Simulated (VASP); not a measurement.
# W (Im-3m) in VASP: a series of runs, part 2 of 2

VASP 6.6.1. The steps go on from the part before.

## Step 3: Single point, LDA

This run uses another cell than the first one, of 15.53 Å³/atom, 0.961 times its volume.

INCAR

```
ALGO = Normal
EDIFF = 1E-6
ENCUT = 520
GGA = CA
ISIF = 2
ISMEAR = -1
LASPH = T
LCHARG = F
LREAL = F
LWAVE = F
NBANDS = 13
NELM = 100
PREC = Accurate
SIGMA = 0.05
```

KPOINTS

```
k-points
0
Gamma
  12 12 12
```

POSCAR

```
W
1.0
   -1.5717249149      1.5717249149      1.5717249149
    1.5717249149     -1.5717249149      1.5717249149
    1.5717249149      1.5717249149     -1.5717249149
W
1
Direct
    0.0000000000      0.0000000000      0.0000000000
```

Potentials or basis: VASP PAW LDA potentials, release 64 (W_sv).

Command:

```bash
cat potpaw_LDA.64/W_sv/POTCAR > POTCAR
mpirun -np 1 vasp_std > vasp.out
```

OUTCAR:

```text
EDIFF = 1E-6
   ENCUT = 520
   GGA = CA
   ISIF = 2
   ISMEAR = -1
   LASPH = T
   LREAL = F
   NELM = 100
   PREC = Accurate

 ion  position               nearest neighbor table
   1  0.000  0.000  0.000-

  LATTYP: Found a body centered cubic cell.
 ALAT       =     3.1434498298

  Lattice vectors:

 A1 = (  -1.5717249149,   1.5717249149,   1.5717249149)
 A2 = (   1.5717249149,  -1.5717249149,   1.5717249149)
 A3 = (   1.5717249149,   1.5717249149,  -1.5717249149)

Analysis of symmetry for initial positions (statically):
=====================================================================
 Subroutine PRICEL returns:
 Original cell was already a primitive cell.

 Routine SETGRP: Setting up the symmetry group for a
 body centered cubic supercell.

 Subroutine GETGRP returns: Found 48 space group operations
 (whereof 48 operations were pure point group operations)
 out of a pool of 48 trial point group operations.

The static configuration has the point symmetry O_h .

Analysis of symmetry for dynamics (positions and initial velocities):
=====================================================================
 Subroutine PRICEL returns:
 Original cell was already a primitive cell.

 Routine SETGRP: Setting up the symmetry group for a
 body centered cubic supercell.

 Subroutine GETGRP returns: Found 48 space group operations
 (whereof 48 operations were pure point group operations)
 out of a pool of 48 trial point group operations.

The dynamic configuration has the point symmetry O_h .

 Subroutine INISYM returns: Found 48 space group operations
 (whereof 48 operations are pure point group operations),
 and found     1 'primitive' translations

----------------------------------------------------------------------------------------

                                     Primitive cell

  volume of cell :      15.5306

  direct lattice vectors                    reciprocal lattice vectors
    -1.571724915  1.571724915  1.571724915     0.000000000  0.318121826  0.318121826
     1.571724915 -1.571724915  1.571724915     0.318121826  0.000000000  0.318121826
     1.571724915  1.571724915 -1.571724915     0.318121826  0.318121826  0.000000000

  length of vectors
     2.722307408  2.722307408  2.722307408     0.449892201  0.449892201  0.449892201

  position of ions in fractional coordinates (direct lattice)
     0.000000000  0.000000000  0.000000000

  ion indices of the primitive-cell ions
   primitive index   ion index
                 1           1

----------------------------------------------------------------------------------------

 KPOINTS: k-points

Automatic generation of k-mesh.
 Grid dimensions read from file:
 generate k-points for:   12   12   12

 Generating k-lattice:

  Cartesian coordinates                     Fractional coordinates (reciprocal lattice)
     0.000000000  0.026510152  0.026510152     0.083333333  0.000000000  0.000000000
     0.026510152  0.000000000  0.026510152     0.000000000  0.083333333  0.000000000
     0.026510152  0.026510152  0.000000000     0.000000000  0.000000000  0.083333333

  Length of vectors
     0.037491017  0.037491017  0.037491017

  Shift w.r.t. Gamma in fractional coordinates (k-lattice)
     0.000000000  0.000000000  0.000000000

 Subroutine IBZKPT returns following result:
 ===========================================

 Found     72 irreducible k-points:

 Following reciprocal coordinates:
            Coordinates               Weight
  0.000000  0.000000  0.000000      1.000000
  0.083333  0.000000  0.000000     12.000000
  0.166667  0.000000  0.000000     12.000000
  0.250000  0.000000  0.000000     12.000000
  0.333333  0.000000  0.000000     12.000000
  0.416667  0.000000  0.000000     12.000000
[... 16 lines left out ...]
  0.333333  0.083333  0.083333     24.000000
  0.416667  0.083333  0.083333     12.000000
 [... further k-points ...]
   k-points           NKPTS =     72   k-points in BZ     NKDIM =     72   number of bands    NBANDS=     13
   number of dos      NEDOS =    301   number of ions     NIONS =      1
   total plane-waves  NPLWV =   8000
   dimension x,y,z NGX =    20 NGY =   20 NGZ =   20
   dimension x,y,z NGXF=    40 NGYF=   40 NGZF=   40
   ions per type =               1
   NGX,Y,Z   is equivalent  to a cutoff of  12.21, 12.21, 12.21 a.u.
   NGXF,Y,Z  is equivalent  to a cutoff of  24.43, 24.43, 24.43 a.u.
 SYSTEM =  unknown system
   PREC   = accura    normal or accurate (medium, high low for compatibility)
   ISTART =      0    job   : 0-new  1-cont  2-samecut
   ICHARG =      2    charge: 1-file 2-atom 10-const
   ISPIN  =      1    spin polarized calculation?
   LNONCOLLINEAR =      F non collinear calculations
   LSORBIT =      F    spin-orbit coupling
   LASPH  =      T    aspherical Exc in radial PAW
   ENCUT  =  520.0 eV  38.22 Ry    6.18 a.u.   5.06  5.06  5.06*2*pi/ulx,y,z
   NELM   =    100;   NELMIN=  2; NELMDL= -5     # of ELM steps
   EDIFF  = 0.1E-05   stopping-criterion for ELM
   LREAL  =      F    real-space projection
   EDIFFG = 0.1E-04   stopping-criterion for IOM
   NSW    =      0    number of steps for IOM
   IBRION =     -1    ionic relax: 0-MD 1-quasi-New 2-CG
   NFREE  =      0    steps in history (QN), initial steepest desc. (CG)
   ISIF   =      2    stress and relaxation
   ISYM   =      2    0-nonsym 1-usesym 2-fastsym
   POTIM  = 0.5000    time-step for ionic-motion
   TEBEG  =    0.0;   TEEND  =   0.0 temperature during run
   PSTRESS=    0.0 pullay stress
   NELECT =      14.0000    total number of electrons
   NUPDOWN=      -1.0000    fix difference up-down
   EMIN   =  10.00;   EMAX   =-10.00  energy-range for DOS
   EFERMI =   0.00;   METHOD = LEGACY
   ISMEAR =    -1;   SIGMA  =   0.05  broadening in eV -4-tet -1-fermi 0-gaus
   EFERMI_NEDOS =   21; number of points for ismear=-14 and -15
   IALGO  =     38    algorithm
   IMIX   =      4    mixing-type and parameters
     AMIX     =   0.40;   BMIX     =  1.00
     AMIX_MAG =   1.60;   BMIX_MAG =  1.00
  volume/ion in A,a.u.               =      15.53       104.81
  Fermi-wavevector in a.u.,A,eV,Ry     =   1.581446  2.988499 34.027773  2.500971
  Thomas-Fermi vector in A             =   2.681520
   LORBIT       =      0    0 simple, 1 ext, 2 COOP (PROOUT), +10 PAW based schemes
   GGA     = CA    functional components
   LHFCALC =     F    Hartree Fock is set to
   AEXX    =    0.0000 exact exchange contribution
   IVDW    =     0    specifies the selected vdW correction
   LEPSILON=     F    determine dielectric tensor
   LRPA    =     F    only Hartree local field effects (RPA)
 non-spin polarized calculation
  energy-cutoff  :      520.00
  volume of cell :       15.53
 maximum number of plane-waves:       430
   NGX = 11   NGY = 11   NGZ = 11

 number of electron      14.0000005 magnetization

 Free energy of the ion-electron system (eV)
  ---------------------------------------------------
  ext. energy  EPLUGINS =         0.00000000
  ---------------------------------------------------
  free energy    TOTEN  =       -14.10733810 eV

  energy without entropy =      -14.10213939  energy(sigma->0) =      -14.10473874

 E-fermi :  11.5951     XC(G=0): -13.9429

 val. band max:       11.5703316423   @ k =   0.4167   0.0000   0.0000
 cond. band min:      11.6409247731   @ k =   0.4167   0.0833   0.0000
 fundamental gap:      0.0705931308
 Fermi energy:        11.5950919840

 k-point     1 :       0.0000    0.0000    0.0000
  band No.  band energies     occupation
      1     -62.0900      2.00000
      2     -25.8665      2.00000
      3     -25.8665      2.00000
      4     -25.8665      2.00000
      5       1.9618      2.00000
      6      10.3316      2.00000
      7      10.3316      2.00000
      8      10.3316      2.00000
      9      13.8586      0.00000
     10      13.8586      0.00000
     11      26.2382      0.00000
     12      26.2382      0.00000
     13      26.2382      0.00000
[... 353 lines left out ...]
 k-point    24 :       0.4167    0.0833    0.0833
  band No.  band energies     occupation
      1     -61.9357      2.00000
      2     -27.1768      2.00000
      3     -26.3864      2.00000
      4     -25.9702      2.00000
      5       5.9176      2.00000
      6       7.9123      2.00000
      7      11.5093      1.69522
      8      14.0282      0.00000
      9      14.8037      0.00000
     10      19.2816      0.00000
     11      21.8400      0.00000
     12      23.9872      0.00000
     13      28.0459      0.00000

 [... further k-points ...]

------------------------ aborting loop because EDIFF is reached ----------------------------------------

  FORCE on cell =-STRESS in cart. coord.  units (eV):
  Direction    XX          YY          ZZ          XY          YZ          ZX
  --------------------------------------------------------------------------------------
  -------------------------------------------------------------------------------------
  Total       -0.0945176     -0.0945176     -0.0945176      0.0000000      0.0000000      0.0000000
  in kB       -9.7506537     -9.7506537     -9.7506537      0.0000000      0.0000000      0.0000000
  external PRESSURE =      -9.7506537 kB  Pullay stress =       0.0000000 kB

 VOLUME and BASIS-vectors are now :
 -----------------------------------------------------------------------------
  energy-cutoff  :      520.00
  volume of cell :       15.53
      direct lattice vectors                 reciprocal lattice vectors
    -1.571724915  1.571724915  1.571724915     0.000000000  0.318121826  0.318121826
     1.571724915 -1.571724915  1.571724915     0.318121826  0.000000000  0.318121826
     1.571724915  1.571724915 -1.571724915     0.318121826  0.318121826  0.000000000

 POSITION                                       TOTAL-FORCE (eV/Angst)
 -----------------------------------------------------------------------------------
      0.00000      0.00000      0.00000         0.000000      0.000000      0.000000
 -----------------------------------------------------------------------------------
    total drift:                                0.000000     -0.000000      0.000000

  FREE ENERGIE OF THE ION-ELECTRON SYSTEM (eV)
  ---------------------------------------------------
  free  energy   TOTEN  =       -14.1073380965 eV

  energy  without entropy=      -14.1021393868  energy(sigma->0) =      -14.10473874
```

OSZICAR:

```text
N       E                     dE             d eps       ncg     rms          rms(c)
DAV:   1     0.842496046325E+02    0.84250E+02   -0.76290E+03  1872   0.123E+03
DAV:   2    -0.131439056946E+02   -0.97394E+02   -0.93857E+02  2122   0.320E+02
DAV:   3    -0.147727381462E+02   -0.16288E+01   -0.16249E+01  2047   0.403E+01
DAV:   4    -0.147789717776E+02   -0.62336E-02   -0.62335E-02  2062   0.275E+00
DAV:   5    -0.147790224366E+02   -0.50659E-04   -0.50660E-04  2077   0.231E-01    0.219E+01
DAV:   6    -0.142498835662E+02    0.52914E+00   -0.40590E-01  1967   0.832E+00    0.876E+00
DAV:   7    -0.141124763700E+02    0.13741E+00   -0.20129E-01  2067   0.552E+00    0.552E-01
DAV:   8    -0.141077164538E+02    0.47599E-02   -0.50693E-03  1897   0.982E-01    0.172E-01
DAV:   9    -0.141073372953E+02    0.37916E-03   -0.17358E-04  2117   0.154E-01    0.317E-02
DAV:  10    -0.141073380737E+02   -0.77842E-06   -0.10893E-05  2062   0.452E-02    0.451E-03
DAV:  11    -0.141073380965E+02   -0.22801E-07   -0.16638E-07  1161   0.552E-03
   1 F= -.14107338E+02 E0= -.14104739E+02  d E =-.519871E-02
```

It took 8 s on 1 thread of AMD EPYC 7R43 (Zen 3), shared host; peak memory 0.09 GiB.

What came out:

```yaml
Free_energy: -14.1073 eV
Pressure: -1.0 GPa
Band_gap_on_the_k_mesh: zero (band 7 reaches 16.92 eV, above the bottom of band 8 at 10.33 eV)
```

Caveat: spin-orbit coupling is left out, which moves the levels of the heavy elements.
